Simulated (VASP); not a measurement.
A run of VASP 6.6.1:

Contents of INCAR:

```
ALGO = Normal
EDIFF = 1E-7
ENCUT = 520
GGA = PE
ISIF = 2
ISMEAR = 0
LASPH = T
LCHARG = T
LELF = T
LREAL = F
LVHAR = T
LWAVE = F
NBANDS = 18
NELM = 60
PREC = Accurate
SIGMA = 0.1
```

File KPOINTS:

```
k-points
0
Gamma
  6 6 2
```

File POSCAR:

```
Al2BAs2
1.0
    3.1958268149      0.0000000029      0.0000000000
   -1.5979134099      2.7676672063      0.0000000000
    0.0000000000      0.0000000000      9.1684787805
Al B As
2 1 2
Direct
    0.3333333333      0.6666666667      0.1209857394
    0.6666666667      0.3333333333      0.8790142606
    0.0000000000      0.0000000000      0.0000000000
    0.3333333333      0.6666666667      0.6505023970
    0.6666666667      0.3333333333      0.3494976030
```

Potentials or basis: VASP PAW PBE potentials, release 64 (Al, B, As).

Launch:

```console
$ cat potpaw_PBE.64/Al/POTCAR potpaw_PBE.64/B/POTCAR potpaw_PBE.64/As/POTCAR > POTCAR
$ mpirun -np 1 vasp_std > vasp.out
```

Hardware: 1 thread of Intel Xeon 8259CL, on a shared host.

Estimate the wall time of this run.

Wall time 44 s on 1 thread of Intel Xeon 8259CL (shared host), peak memory 0.19 GiB. Counts: scf iterations 17, k points 14.
